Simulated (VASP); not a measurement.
A run of VASP 6.6.1 is set up as follows.

The input INCAR:

```
PREC = Accurate ; ENCUT = 520
EDIFF = 1E-6 ; ISMEAR = 0
SIGMA = 0.1 ; LREAL = False
LASPH = True ; NELM = 100
ALGO = Normal ; ISIF = 2
LWAVE = False ; LCHARG = True
GGA = PE ; LELF = True
LVHAR = True ; NBANDS = 16
```

Contents of KPOINTS:

```
Automatic mesh
0
Gamma
  14 14 14
```

The input POSCAR:

```
Si2Ni
1.0
    0.0000000000      2.7768462934      2.7768462934
    2.7768462934      0.0000000000      2.7768462934
    2.7768462934      2.7768462934      0.0000000000
Si Ni
2 1
Direct
    0.2500000000      0.2500000000      0.2500000000
    0.7500000000      0.7500000000      0.7500000000
    0.0000000000      0.0000000000      0.0000000000
```

Potentials or basis: VASP PAW PBE potentials, release 64 (Si, Ni).

The run is started by

```sh
$ cat potpaw_PBE.64/Si/POTCAR potpaw_PBE.64/Ni/POTCAR > POTCAR
$ mpirun -np 1 vasp_std > vasp.out
```

**Question.** Predict the band gap on the k mesh.

**Answer.** Zero (band 9 reaches 10.89 eV, above the bottom of band 10 at 8.66 eV).

**Question.** Predict the pressure.

**Answer.** -7.6 GPa.

 Spin polarisation is off, so any magnetic state and its effect on volume and gap are missing.
